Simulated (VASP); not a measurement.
Runs of VASP 6.6.1 on HfH3. It takes space group Pm-3m (No. 221, cubic). Conventional cell: a = 3.085 Å, b = 3.085 Å, c = 3.085 Å, α = 90.00°, β = 90.00°, γ = 90.00°. Hf (site symmetry m-3m) has 12 H at 2.18 Å within 2.9 Å. H (site symmetry 4/mmm) has 4 Hf at 2.18 Å and 8 H at 2.18 Å within 2.9 Å. 

```tsv
k mesh	gap on the mesh (eV)	pressure (GPa)
3 × 3 × 3	none	(b)
7 × 7 × 7	none	-7.4
9 × 9 × 9	none	-6.9
5 × 5 × 5	none	-6.0
6 × 6 × 6	none	(a)
```

Alike in all rows: task single point; level LDA; potentials or basis VASP PAW LDA potentials, release 64 (Hf_pv, H); no spin polarisation; cell as given; cutoff (eV) 520; smearing fermi-dirac 0.1 eV.

Fill in the values left out.

(a) -6.6; (b) -5.4.

Caveats: some runs use coarse meshes; spin-orbit coupling is left out, which moves the levels of the heavy elements.

A k mesh can miss the band edges, and the runs leave out spin-orbit coupling on Hf.

A gap of «none» marks levels without a gap at the run's occupations.
